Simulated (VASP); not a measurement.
# O (P6_3/mmc) in VASP: notebook

The runs below take O through single point, relaxation of cell and atoms, with PBE.

Everything below comes from runs of VASP 6.6.1. Logs are shortened: lines on timing, memory, paths and dates and some standing lists are left out, and cuts for length are marked.

## (1) The cell of the first run

Symmetry: P6_3/mmc, No. 194, hexagonal system. Conventional cell: a = 2.531 Å, b = 2.531 Å, c = 2.573 Å, α = 90.00°, β = 90.00°, γ = 120.00°. O (site symmetry -6m2) has 14 O at 1.95 to 2.57 Å within 2.6 Å.

## (2) Single point, PBE

Input file INCAR:

```
  PREC = Accurate
  ENCUT = 520
  EDIFF = 1E-6
  ISMEAR = -1
  SIGMA = 0.05
  LREAL = F
  LASPH = T
  NELM = 80
  ALGO = Normal
  ISIF = 2
  LWAVE = F
  LCHARG = F
  GGA = PE
  NBANDS = 13
```

Input file KPOINTS:

```
regular mesh
0
Gamma
  18 18 10
```

Input file POSCAR:

```
O
1.0
    2.5312354143      0.0000000000      0.0000000000
   -1.2656177071      2.1921141717      0.0000000000
    0.0000000000      0.0000000000      2.5725045666
O
2
Direct
    0.3333333333      0.6666666667      0.2500000000
    0.6666666667      0.3333333333      0.7500000000
```

Potentials or basis: VASP PAW PBE potentials, release 64 (O).

Command:

```
$ cat potpaw_PBE.64/O/POTCAR > POTCAR
$ mpirun -np 1 vasp_std > vasp.out
```

OUTCAR:

```text
PREC = Accurate
   ENCUT = 520
   EDIFF = 1E-6
   ISMEAR = -1
   LREAL = F
   LASPH = T
   NELM = 80
   ISIF = 2
   GGA = PE

 ion  position               nearest neighbor table
   1  0.333  0.667  0.250-   2 1.95   2 1.95   2 1.95   2 1.95   2 1.95   2 1.95
   2  0.667  0.333  0.750-   1 1.95   1 1.95   1 1.95   1 1.95   1 1.95   1 1.95

  LATTYP: Found a hexagonal cell.
 ALAT       =     2.5312354143
 C/A-ratio  =     1.0163039566

  Lattice vectors:

 A1 = (   2.5312354143,   0.0000000000,   0.0000000000)
 A2 = (  -1.2656177071,   2.1921141717,   0.0000000000)
 A3 = (   0.0000000000,   0.0000000000,   2.5725045666)

Analysis of symmetry for initial positions (statically):
=====================================================================
 Subroutine PRICEL returns:
 Original cell was already a primitive cell.

 Routine SETGRP: Setting up the symmetry group for a
 hexagonal supercell.

 Subroutine GETGRP returns: Found 24 space group operations
 (whereof 12 operations were pure point group operations)
 out of a pool of 24 trial point group operations.

The static configuration has the point symmetry D_3d.
 The point group associated with its full space group is D_6h.

Analysis of symmetry for dynamics (positions and initial velocities):
=====================================================================
 Subroutine PRICEL returns:
 Original cell was already a primitive cell.

 Routine SETGRP: Setting up the symmetry group for a
 hexagonal supercell.

 Subroutine GETGRP returns: Found 24 space group operations
 (whereof 12 operations were pure point group operations)
 out of a pool of 24 trial point group operations.

The dynamic configuration has the point symmetry D_3d.
 The point group associated with its full space group is D_6h.

 Subroutine INISYM returns: Found 24 space group operations
 (whereof 12 operations are pure point group operations),
 and found     1 'primitive' translations

----------------------------------------------------------------------------------------

                                     Primitive cell

  volume of cell :      14.2742

  direct lattice vectors                    reciprocal lattice vectors
     2.531235414  0.000000000  0.000000000     0.395064005  0.228090310  0.000000000
    -1.265617707  2.192114172  0.000000000     0.000000000  0.456180619  0.000000000
     0.000000000  0.000000000  2.572504567     0.000000000  0.000000000  0.388726229

  length of vectors
     2.531235414  2.531235414  2.572504567     0.456180619  0.456180619  0.388726229

  position of ions in fractional coordinates (direct lattice)
     0.333333333  0.666666667  0.250000000
     0.666666667  0.333333333  0.750000000

  ion indices of the primitive-cell ions
   primitive index   ion index
                 1           1
                 2           2

----------------------------------------------------------------------------------------

 KPOINTS: regular mesh

Automatic generation of k-mesh.
 Grid dimensions read from file:
 generate k-points for:   18   18   10

 Generating k-lattice:

  Cartesian coordinates                     Fractional coordinates (reciprocal lattice)
     0.021948000  0.012671684  0.000000000     0.055555556  0.000000000  0.000000000
     0.000000000  0.025343368  0.000000000     0.000000000  0.055555556  0.000000000
     0.000000000  0.000000000  0.038872623     0.000000000  0.000000000  0.100000000

  Length of vectors
     0.025343368  0.025343368  0.038872623

  Shift w.r.t. Gamma in fractional coordinates (k-lattice)
     0.000000000  0.000000000  0.000000000

 Subroutine IBZKPT returns following result:
 ===========================================

 Found    222 irreducible k-points:

 Following reciprocal coordinates:
            Coordinates               Weight
  0.000000  0.000000  0.000000      1.000000
  0.055556  0.000000  0.000000      6.000000
  0.111111  0.000000  0.000000      6.000000
  0.166667  0.000000  0.000000      6.000000
  0.222222  0.000000  0.000000      6.000000
  0.277778  0.000000  0.000000      6.000000
[... 16 lines left out ...]
  0.333333  0.111111  0.000000     12.000000
  0.388889  0.111111  0.000000     12.000000
 [... further k-points ...]
   k-points           NKPTS =    222   k-points in BZ     NKDIM =    222   number of bands    NBANDS=     13
   number of dos      NEDOS =    301   number of ions     NIONS =      2
   total plane-waves  NPLWV =   8000
   dimension x,y,z NGX =    20 NGY =   20 NGZ =   20
   dimension x,y,z NGXF=    40 NGYF=   40 NGZF=   40
   ions per type =               2
   NGX,Y,Z   is equivalent  to a cutoff of  13.14, 13.14, 12.92 a.u.
   NGXF,Y,Z  is equivalent  to a cutoff of  26.27, 26.27, 25.85 a.u.
 SYSTEM =  unknown system
   PREC   = accura    normal or accurate (medium, high low for compatibility)
   ISTART =      0    job   : 0-new  1-cont  2-samecut
   ICHARG =      2    charge: 1-file 2-atom 10-const
   ISPIN  =      1    spin polarized calculation?
   LNONCOLLINEAR =      F non collinear calculations
   LSORBIT =      F    spin-orbit coupling
   LASPH  =      T    aspherical Exc in radial PAW
   ENCUT  =  520.0 eV  38.22 Ry    6.18 a.u.   4.71  4.71  4.78*2*pi/ulx,y,z
   NELM   =     80;   NELMIN=  2; NELMDL= -5     # of ELM steps
   EDIFF  = 0.1E-05   stopping-criterion for ELM
   LREAL  =      F    real-space projection
   EDIFFG = 0.1E-04   stopping-criterion for IOM
   NSW    =      0    number of steps for IOM
   IBRION =     -1    ionic relax: 0-MD 1-quasi-New 2-CG
   NFREE  =      0    steps in history (QN), initial steepest desc. (CG)
   ISIF   =      2    stress and relaxation
   ISYM   =      2    0-nonsym 1-usesym 2-fastsym
   POTIM  = 0.5000    time-step for ionic-motion
   TEBEG  =    0.0;   TEEND  =   0.0 temperature during run
   PSTRESS=    0.0 pullay stress
   NELECT =      12.0000    total number of electrons
   NUPDOWN=      -1.0000    fix difference up-down
   EMIN   =  10.00;   EMAX   =-10.00  energy-range for DOS
   EFERMI =   0.00;   METHOD = LEGACY
   ISMEAR =    -1;   SIGMA  =   0.05  broadening in eV -4-tet -1-fermi 0-gaus
   EFERMI_NEDOS =   21; number of points for ismear=-14 and -15
   IALGO  =     38    algorithm
   IMIX   =      4    mixing-type and parameters
     AMIX     =   0.40;   BMIX     =  1.00
     AMIX_MAG =   1.60;   BMIX_MAG =  1.00
  volume/ion in A,a.u.               =       7.14        48.16
  Fermi-wavevector in a.u.,A,eV,Ry     =   1.545081  2.919780 32.480858  2.387276
  Thomas-Fermi vector in A             =   2.650511
   LORBIT       =      0    0 simple, 1 ext, 2 COOP (PROOUT), +10 PAW based schemes
   GGA     = PE    functional components
   LHFCALC =     F    Hartree Fock is set to
   AEXX    =    0.0000 exact exchange contribution
   IVDW    =     0    specifies the selected vdW correction
   LEPSILON=     F    determine dielectric tensor
   LRPA    =     F    only Hartree local field effects (RPA)
 non-spin polarized calculation
  energy-cutoff  :      520.00
  volume of cell :       14.27
 maximum number of plane-waves:       399
 NGX is ok and might be reduce to    20
   NGX =  9   NGY =  9   NGZ =  9

 number of electron      11.9999999 magnetization

 Free energy of the ion-electron system (eV)
  ---------------------------------------------------
  ext. energy  EPLUGINS =         0.00000000
  ---------------------------------------------------
  free energy    TOTEN  =        -5.65269861 eV

  energy without entropy =       -5.64524505  energy(sigma->0) =       -5.64897183

 E-fermi :   3.9797     XC(G=0): -12.5473

 val. band max:        3.9640664639   @ k =   0.1667   0.0000   0.1000
 cond. band min:       3.9967416146   @ k =   0.2222   0.0000   0.0000
 fundamental gap:      0.0326751507
 Fermi energy:         3.9796597807

 k-point     1 :       0.0000    0.0000    0.0000
  band No.  band energies     occupation
      1     -19.3937      2.00000
      2      -9.3080      2.00000
      3      -1.6816      2.00000
      4       1.0124      2.00000
      5       1.0124      2.00000
      6       4.7003      0.00000
      7       4.7003      0.00000
      8       6.6577      0.00000
      9      20.5547      0.00000
     10      21.0836      0.00000
     11      30.9081      0.00000
     12      30.9081      0.00000
     13      37.2875      0.00000

 k-point     2 :       0.0556    0.0000    0.0000
  band No.  band energies     occupation
      1     -19.3318      2.00000
      2      -9.3695      2.00000
      3      -1.6306      2.00000
      4       0.9289      2.00000
      5       0.9292      2.00000
      6       4.6371      0.00000
      7       4.7619      0.00000
      8       6.5927      0.00000
      9      20.6315      0.00000
     10      21.2289      0.00000
     11      30.5379      0.00000
     12      31.0537      0.00000
     13      37.5299      0.00000

 k-point     3 :       0.1111    0.0000    0.0000
  band No.  band energies     occupation
      1     -19.1467      2.00000
      2      -9.5564      2.00000
      3      -1.4790      2.00000
      4       0.6961      2.00000
      5       0.7049      2.00000
      6       4.4675      0.00012
      7       4.9228      0.00000
      8       6.4011      0.00000
      9      20.8136      0.00000
     10      21.6485      0.00000
     11      29.7845      0.00000
     12      31.4923      0.00000
     13      36.6508      0.00000
[... 305 lines left out ...]
 k-point    23 :       0.3333    0.1111    0.0000
  band No.  band energies     occupation
      1     -16.5425      2.00000
      2     -12.3823      2.00000
      3      -2.0358      2.00000
      4       0.2778      2.00000
      5       0.5666      2.00000
      6       3.4544      1.99995
      7       4.0153      0.65830
      8       5.6594      0.00000
      9      20.3842      0.00000
     10      26.0626      0.00000
     11      28.8501      0.00000
     12      30.4415      0.00000
     13      36.6280      0.00000

 k-point    24 :       0.3889    0.1111    0.0000
  band No.  band energies     occupation
      1     -15.9882      2.00000
      2     -12.9799      2.00000
      3      -2.2735      2.00000
      4       0.2948      2.00000
      5       0.9668      2.00000
      6       3.3459      1.99999
      7       3.5830      1.99928
      8       5.7087      0.00000
      9      20.1641      0.00000
     10      26.7707      0.00000
     11      28.9264      0.00000
     12      29.9971      0.00000
     13      36.6434      0.00000

 [... further k-points ...]

------------------------ aborting loop because EDIFF is reached ----------------------------------------

  FORCE on cell =-STRESS in cart. coord.  units (eV):
  Direction    XX          YY          ZZ          XY          YZ          ZX
  --------------------------------------------------------------------------------------
  -------------------------------------------------------------------------------------
  Total        2.3001369      2.3001369      2.3117314      0.0000000      0.0000000      0.0000000
  in kB      258.1739403    258.1739403    259.4753450      0.0000000      0.0000000      0.0000000
  external PRESSURE =     258.6077419 kB  Pullay stress =       0.0000000 kB

 VOLUME and BASIS-vectors are now :
 -----------------------------------------------------------------------------
  energy-cutoff  :      520.00
  volume of cell :       14.27
      direct lattice vectors                 reciprocal lattice vectors
     2.531235414  0.000000000  0.000000000     0.395064005  0.228090310  0.000000000
    -1.265617707  2.192114172  0.000000000     0.000000000  0.456180619  0.000000000
     0.000000000  0.000000000  2.572504567     0.000000000  0.000000000  0.388726229

 POSITION                                       TOTAL-FORCE (eV/Angst)
 -----------------------------------------------------------------------------------
     -0.00000      1.46141      0.64313         0.000000     -0.000000      0.000000
      1.26562      0.73070      1.92938        -0.000000      0.000000      0.000000
 -----------------------------------------------------------------------------------
    total drift:                               -0.000000      0.000000      0.000000

  FREE ENERGIE OF THE ION-ELECTRON SYSTEM (eV)
  ---------------------------------------------------
  free  energy   TOTEN  =        -5.6526986059 eV

  energy  without entropy=       -5.6452450469  energy(sigma->0) =       -5.64897183
```

Wall time 20 s (1 thread of Intel Xeon Platinum 8488C (Sapphire Rapids), shared host); peak memory 0.14 GiB.

Results:

| Property | Result |
| --- | --- |
| Free energy | -5.6527 eV |
| Pressure | 25.9 GPa |
| Band gap on the k mesh | zero (bands 6 and 7 overlap by 2.40 eV) |

Caveat: the cell stands under pressure.

## (3) Relaxation of cell and atoms, PBE, target pressure 26 GPa, at which the enthalpy is minimised

This run uses another cell than the first one, of 7.00 Å³/atom.

Input file INCAR:

```
PREC = Accurate
ENCUT = 600
EDIFF = 1E-6
ISMEAR = -1
SIGMA = 0.05
LREAL = F
LASPH = T
NELM = 80
ALGO = Normal
ISIF = 3
LWAVE = F
LCHARG = F
GGA = PE
IBRION = 2
NSW = 60
EDIFFG = -0.005
PSTRESS = 260.0
```

Input file KPOINTS:

```
Automatic mesh
0
Gamma
  18 18 10
```

Input file POSCAR:

```
O
1.0
    2.1529301144      0.0000000000      0.0000000000
   -1.0764650572      1.8644921716      0.0000000000
    0.0000000000      0.0000000000      3.4877467854
O
2
Direct
    0.3333333333      0.6666666667      0.2500000000
    0.6666666667      0.3333333333      0.7500000000
```

Potentials or basis: VASP PAW PBE potentials, release 64 (O).

Command:

```
$ cat potpaw_PBE.64/O/POTCAR > POTCAR
$ mpirun -np 1 vasp_std > vasp.out
```

Wall time 4.9 min (1 thread of Intel Xeon Platinum 8488C (Sapphire Rapids), shared host); peak memory 0.15 GiB.

The run converged. Its results:

* Free energy: -5.6190 eV
* Relaxed volume: 7.08 Å³/atom
* Relaxed cell: a = 2.517 Å, b = 2.517 Å, c = 2.580 Å, α = 90.00°, β = 90.00°, γ = 120.00°
* Space group after relaxing (to 0.1 Å): P6_3/mmc (No. 194)
* Energy change on relaxing (the run minimises the enthalpy): -569.3 meV/atom
* Ionic steps: 23
* Pressure after relaxing: 26.0 GPa
* Band gap on the k mesh: zero (bands 6 and 7 overlap by 2.45 eV)

The path:
| step | energy change (eV) | largest force (eV/Å) | pressure (GPa) | volume (Å³) |
| --- | --- | --- | --- | --- |
| 1 | 0.0000 | 0.0000 | 24.78 | 14.00 |
| 2 | -0.0558 | 0.0000 | 26.04 | 13.88 |
| 3 | -0.3900 | 0.0000 | 34.02 | 13.42 |
| 4 | -0.2817 | 0.0000 | 98.91 | 11.93 |
| 5 | -0.6881 | 0.0000 | 55.28 | 12.74 |
| 6 | -0.6636 | 0.0000 | 65.23 | 12.52 |
| 7 | -0.6784 | 0.0000 | 65.12 | 12.54 |
| 8 | -0.7127 | 0.0000 | 65.01 | 12.61 |
| 9 | -0.7343 | 0.0000 | 65.05 | 12.72 |
| 10 | -0.7343 | 0.0000 | 65.18 | 12.69 |
| 11 | -0.7746 | 0.0000 | 61.82 | 12.79 |
| 12 | -0.8846 | 0.0000 | 52.36 | 13.10 |
| 13 | -1.0573 | 0.0000 | 35.68 | 13.74 |
| 14 | -1.2386 | 0.0000 | 9.78 | 15.07 |
| 15 | -1.1437 | 0.0000 | 25.65 | 14.19 |
| 16 | -1.1386 | 0.0000 | 26.28 | 14.16 |
| 17 | -1.1385 | 0.0000 | 26.32 | 14.16 |
| 18 | -1.1380 | 0.0000 | 26.26 | 14.15 |
| 19 | -1.1362 | 0.0000 | 26.24 | 14.14 |
| 20 | -1.1365 | 0.0000 | 26.26 | 14.14 |
| 21 | -1.1365 | 0.0000 | 26.31 | 14.14 |
| 22 | -1.1380 | 0.0000 | 26.09 | 14.15 |
| 23 | -1.1386 | 0.0000 | 26.01 | 14.15 |

Final structure:
```cif
data_structure
_symmetry_space_group_name_H-M 'P 1'
_symmetry_Int_Tables_number 1
_cell_length_a 2.5166
_cell_length_b 2.5166
_cell_length_c 2.5804
_cell_angle_alpha 90.000
_cell_angle_beta 90.000
_cell_angle_gamma 120.000
_cell_volume 14.15
loop_
_atom_site_label
_atom_site_type_symbol
_atom_site_fract_x
_atom_site_fract_y
_atom_site_fract_z
_atom_site_occupancy
O1 O 0.33333 0.66667 0.25000 1
O2 O 0.66667 0.33333 0.75000 1
```

Levels at points of the mesh, in eV from the Fermi level:
```tsv
k point	band 4	band 5	band 6	band 7	band 8	band 9
(0.00, 0.00, 0.00)	-2.92	-2.92	0.74	0.74	2.72	16.75
(0.50, 0.00, 0.00)	-4.87	-3.07	-0.65	-0.47	1.88	15.69
(0.00, 0.00, 0.50)	-1.41	-0.97	-0.97	-0.97	-0.97	20.24
(0.50, 0.00, 0.50)	-8.06	-1.87	-1.87	1.52	1.52	19.26
```

Caveat: the cell is relaxed towards a set pressure, so the run minimises the enthalpy, not the energy; a cell axis changed by over 15 % at a fixed basis, so the end point is rough.

## (4) Relaxation of cell and atoms, PBE, target pressure 26 GPa, at which the enthalpy is minimised

Input file INCAR:

```
SYSTEM = O
PREC = Accurate
ENCUT = 600
EDIFF = 1E-6
ISMEAR = -1
SIGMA = 0.05
LREAL = .FALSE.
LASPH = .TRUE.
NELM = 60
ALGO = Normal
ISIF = 3
LWAVE = .FALSE.
LCHARG = .FALSE.
GGA = PE
IBRION = 2
NSW = 32
EDIFFG = -0.005
PSTRESS = 260.0
```

Input file KPOINTS:

```
Automatic mesh
0
G
  18 18 10
  0 0 0
```

Input file POSCAR:

```
O
1.0
    2.5318701934      0.0000000000      0.0000000000
   -1.2659350967      2.1926639065      0.0000000000
    0.0000000000      0.0000000000      2.5730603424
O
2
Direct
    0.3333333333      0.6666666667      0.2500000000
    0.6666666667      0.3333333333      0.7500000000
```

Command:

```
$ cat potpaw_PBE.64/O/POTCAR > POTCAR
$ mpirun -np 1 vasp_std > vasp.out
```

It took 65 s on 1 thread of Intel Xeon Platinum 8488C (Sapphire Rapids), shared host; peak memory 0.14 GiB.

Results (log left out):

* Free energy: -5.6519 eV
* Relaxed volume: 7.13 Å³/atom
* Relaxed cell: a = 2.530 Å, b = 2.530 Å, c = 2.571 Å, α = 90.00°, β = 90.00°, γ = 120.00°
* Space group after relaxing (to 0.1 Å): P6_3/mmc (No. 194)
* Energy change on relaxing (the run minimises the enthalpy): +2.3 meV/atom
* Ionic steps: 6
* Pressure after relaxing: 26.0 GPa
* Band gap on the k mesh: zero (bands 6 and 7 overlap by 2.40 eV)

Stress tensor (GPa, compression positive):
```
25.90  0.00  0.00
 0.00 25.90  0.00
 0.00  0.00 26.09
```

Step by step:
| step | energy change (eV) | largest force (eV/Å) | pressure (GPa) | volume (Å³) |
| --- | --- | --- | --- | --- |
| 1 | 0.0000 | 0.0000 | 25.44 | 14.28 |
| 2 | 0.0083 | 0.0000 | 26.38 | 14.23 |
| 3 | 0.0050 | 0.0000 | 26.02 | 14.25 |
| 4 | 0.0048 | 0.0000 | 26.03 | 14.25 |
| 5 | 0.0024 | 0.0000 | 25.72 | 14.27 |
| 6 | 0.0046 | 0.0000 | 25.97 | 14.26 |

Final structure:
```
O
1.0
     2.53014    0.00000    0.00000
    -1.26507    2.19116    0.00000
     0.00000    0.00000    2.57137
O
2
Direct
  0.33333 0.66667 0.25000
  0.66667 0.33333 0.75000
```

Levels at points of the mesh, in eV from the Fermi level:
```tsv
k point	band 3	band 4	band 5	band 6	band 7	band 8	band 9	band 10
(0.00, 0.00, 0.00)	-5.67	-2.97	-2.97	0.72	0.72	2.68	16.59	17.11
(0.50, 0.00, 0.00)	-5.09	-4.90	-2.99	-0.59	-0.44	1.88	15.63	23.25
(0.00, 0.00, 0.50)	-1.45	-1.45	-1.00	-1.00	-1.00	-1.00	20.16	20.16
(0.50, 0.00, 0.50)	-8.00	-8.00	-1.87	-1.87	1.51	1.51	19.18	19.18
```

Caveat: the cell is relaxed towards a set pressure, so the run minimises the enthalpy, not the energy.

## (5) Overview

```csv
task,cell,cutoff (eV),gap on the mesh (eV),pressure (GPa)
single point,"a = 2.531, b = 2.531, c = 2.573 Å, angles 90.0, 90.0, 120.0°, 2 atoms",520,none,25.9
relaxation of cell and atoms,"relaxed to 26 GPa from a = 2.153, b = 2.153, c = 3.488 Å, angles 90.0, 90.0, 120.0°, 2 atoms",600,none,26.0
relaxation of cell and atoms,"relaxed to 26 GPa from a = 2.532, b = 2.532, c = 2.573 Å, angles 90.0, 90.0, 120.0°, 2 atoms",600,none,26.0
```

Alike in all rows: level PBE; potentials or basis VASP PAW PBE potentials, release 64 (O); no spin polarisation; k mesh 18 × 18 × 10; smearing fermi-dirac 0.05 eV.

Caveats: the cell is relaxed towards a set pressure, so the run minimises the enthalpy, not the energy (at least some runs); the cell stands under pressure (at least some runs); a cell axis changed by over 15 % at a fixed basis, so the end point is rough (at least some runs).

Total energies depend on the potentials used, so only differences within one code and one set of settings carry meaning.

The gap in the log of VASP goes by the Fermi energy; the results here count the filled bands.